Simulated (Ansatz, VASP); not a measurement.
**Two plane-wave programs on Zr2AlN3**

INCAR

```
PREC = Accurate
ENCUT = 600
EDIFF = 1E-7
ISMEAR = 0
SIGMA = 0.1
LREAL = False
LASPH = True
NELM = 120
ALGO = Normal
ISIF = 3
LWAVE = False
LCHARG = False
GGA = PE
IBRION = 2
NSW = 100
EDIFFG = -0.01
GGA_COMPAT = False
NELMIN = 4
```

KPOINTS

```
regular mesh
0
Gamma
  12 12 6
```

File POSCAR:

```
Zr2AlN3
1.0
    3.3878750388      0.0000000000      0.0000000000
   -1.6939375194      2.9339858484      0.0000000000
    0.0000000000      0.0000000000      8.3670239063
Zr Al N
2 1 3
Direct
    0.0000000000      0.0000000000      0.0126651274
    0.3333333333      0.6666666667      0.6606416750
    0.6666666667      0.3333333333      0.3285376021
    0.3333333333      0.6666666667      0.9135571691
    0.6666666667      0.3333333333      0.5605674839
    0.0000000000      0.0000000000      0.2740309425
```

Input for Ansatz:

```yaml
crystal:
  lattice:
    - [3.3878750388, 0.0, 0.0]
    - [-1.6939375194, 2.9339858484, 0.0]
    - [0.0, 0.0, 8.3670239063]
  atoms:
    - { symbol: Zr, position: [0.0, 0.0, 0.0126651274] }
    - { symbol: Zr, position: [0.3333333333, 0.6666666667, 0.660641675] }
    - { symbol: Al, position: [0.6666666667, 0.3333333333, 0.3285376021] }
    - { symbol: "N", position: [0.3333333333, 0.6666666667, 0.9135571691] }
    - { symbol: "N", position: [0.6666666667, 0.3333333333, 0.5605674839] }
    - { symbol: "N", position: [0.0, 0.0, 0.2740309425] }
basis:
  ecutwfc: 420
kpoints:
  mp_grid: { grid: [12, 12, 6] }
hamiltonian:
  xc: pbe
scf:
  occupations: { method: gaussian, width: 0.1 }
output:
  forces: true
  stress: true
  eigenvalues: true
relax:
  adjacent_minimum: "off"
  f_tol: 0.01
  max_steps: 80
  cell: { stress_tol: 0.05 }
```

Alike in both runs: task relaxation of cell and atoms; functional PBE; k mesh 12 × 12 × 6; occupations gaussian, width 0.1 eV; no spin polarisation.

```csv
,VASP,Ansatz
version,VASP 6.6.1,Ansatz 0.2.0
potentials or method,"VASP PAW PBE potentials, release 64 (Zr_sv, Al, N), cutoff 600 eV","scalar-relativistic, plane waves, PAW"
valence electrons in the cell,42,42
```

|  | VASP | Ansatz | Ansatz less VASP |
| --- | --- | --- | --- |
| gap on the k mesh at the Fermi level, each at its own relaxed structure (eV) | none | none | - |
| relaxed volume (Å³/atom) | 13.87 | 13.88 | +0.004 |
| relaxed cell length with the largest relative difference (Å) | 3.388 | 3.389 | +0.0007 |

A gap of «none» marks a metal or a gap that the smearing closes.
